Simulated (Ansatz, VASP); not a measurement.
**Pb: VASP beside Ansatz**

```
Pb
1.0
    -1.97966    1.97966    1.97966
     1.97966   -1.97966    1.97966
     1.97966    1.97966   -1.97966
Pb
1
Direct
  0.00000 0.00000 0.00000
```

Alike in both runs: functional HSE06; k mesh 5 × 5 × 5; occupations fermi-dirac, width 0.05 eV; no spin polarisation.

```csv
,VASP,Ansatz
version,VASP 6.6.1,Ansatz 0.2.0
potentials or method,"VASP PAW PBE potentials, release 64 (Pb_d)",Ansatz PAW
plane-wave cutoff (eV),520,420
valence electrons in the cell,14,14
task,single point,band structure
```

|  | VASP | Ansatz | Ansatz less VASP |
| --- | --- | --- | --- |
| gap on the k mesh at the Fermi level (eV) | none | none | - |
| pressure (GPa) | 1.6 | 1.6 | +0.05 |

A gap of «none» marks a metal or a gap that the smearing closes. With one functional, cell and mesh, what is left measures potentials, basis and numerics.

The k mesh is coarse, so the values compare programs but aren't converged. Spin-orbit coupling is off throughout.
